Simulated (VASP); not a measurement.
Wanted: the native input for a VASP 6.6.1 run.

```
Task                   : single point
Functional             : PBE
Potentials or basis    : VASP PAW PBE potentials, release 64 (Si, Mo_sv)
Cutoff                 : 520 eV
k mesh                 : 14 × 14 × 14
Occupations            : gaussian, width 0.1 eV
Spin                   : no spin polarisation
Dipole correction      : no
Further INCAR settings : ALGO = Normal; EDIFF = 1e-06; NBANDS = 38
```

The structure of Si4Mo3 lies in POSCAR:

```
Si4Mo3
1.0
   -1.5988178465      1.5988178465      9.5162084095
    1.5988178465     -1.5988178465      9.5162084095
    1.5988178465      1.5988178465     -9.5162084095
Si Mo
4 3
Direct
    0.4310519007      0.4310519007      0.0000000000
    0.5689480993      0.5689480993      0.0000000000
    0.8586648665      0.8586648665      0.0000000000
    0.1413351335      0.1413351335      0.0000000000
    0.0000000000      0.0000000000      0.0000000000
    0.2942353621      0.2942353621      0.0000000000
    0.7057646379      0.7057646379      0.0000000000
```

These files were run (other wordings do the same):

INCAR

```
ALGO = Normal ; EDIFF = 1E-6
ENCUT = 520 ; GGA = PE
ISIF = 2 ; ISMEAR = 0
LASPH = True ; LCHARG = False
LREAL = False ; LWAVE = False
NBANDS = 38 ; NELM = 80
PREC = Accurate ; SIGMA = 0.1
```

KPOINTS

```
k-points
0
Gamma
  14 14 14
```

Potentials or basis: VASP PAW PBE potentials, release 64 (Si, Mo_sv).

The run is started by

```sh
$ cat potpaw_PBE.64/Si/POTCAR potpaw_PBE.64/Mo_sv/POTCAR > POTCAR
$ mpirun -np 1 vasp_std > vasp.out
```

It gave:

```yaml
Pressure: 0.2 GPa
Largest_force: 0.009 eV/Å
Band_gap_on_the_k_mesh: zero (bands 29 and 30 overlap by 0.45 eV)
```

It took 64 min on 1 thread of Intel(R) Xeon(R) 6975P-C (Granite Rapids), with other jobs on the host, peak memory 1.3 GiB.
